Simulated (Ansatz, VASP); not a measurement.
# Al in VASP and in Ansatz

The input INCAR:

```
PREC = Accurate
ENCUT = 520
EDIFF = 1E-6
ISMEAR = 0
SIGMA = 0.15
LREAL = False
LASPH = True
NELM = 100
ALGO = Normal
ISIF = 2
LWAVE = False
LCHARG = True
GGA = PE
IVDW = 12
LELF = True
LVHAR = True
NBANDS = 14
```

KPOINTS

```
Automatic mesh
0
Gamma
  18 18 6
```

The input POSCAR:

```
Al
1.0
    2.7579113971      0.0000000000      0.0000000000
   -1.3789556986      2.3884213313      0.0000000000
    0.0000000000      0.0000000000      9.2387273893
Al
4
Direct
    0.0000000000      0.0000000000      0.0000000000
    0.3333333333      0.6666666667      0.2500000000
    0.0000000000      0.0000000000      0.5000000000
    0.6666666667      0.3333333333      0.7500000000
```

Input for Ansatz:

```yaml
crystal:
  lattice:
    - [2.7579113971, 0.0, 0.0]
    - [-1.3789556986, 2.3884213313, 0.0]
    - [0.0, 0.0, 9.2387273893]
  atoms:
    - { symbol: Al, position: [0.0, 0.0, 0.0] }
    - { symbol: Al, position: [0.3333333333, 0.6666666667, 0.25] }
    - { symbol: Al, position: [0.0, 0.0, 0.5] }
    - { symbol: Al, position: [0.6666666667, 0.3333333333, 0.75] }
basis:
  ecutwfc: 420
kpoints:
  mp_grid: { grid: [18, 18, 6] }
hamiltonian:
  xc: pbe
  pseudopotentials: { kind: paw, azcp: { folder: soft_1 } }
  dispersion: d3bj
scf:
  occupations: { method: gaussian, width: 0.15 }
output:
  forces: true
  stress: true
  eigenvalues: true
```

Alike in both runs: task single point; functional PBE; dispersion D3(BJ); k mesh 18 × 18 × 6; occupations gaussian, width 0.15 eV; no spin polarisation.

```csv
,VASP,Ansatz
version,VASP 6.6.1,Ansatz 0.2.0
potentials or method,"VASP PAW PBE potentials, release 64 (Al), cutoff 520 eV","scalar-relativistic, plane waves, PAW"
valence electrons in the cell,12,12
```

|  | VASP | Ansatz | Ansatz less VASP |
| --- | --- | --- | --- |
| gap on the k mesh at the Fermi level (eV) | none | none | - |
| pressure (GPa) | 3.9 | 3.9 | 0.00 |
| traceless stress, the component that is largest in VASP (GPa) | -1.91 | -1.91 | 0.000 |

A gap of «none» marks a metal or a gap that the smearing closes.
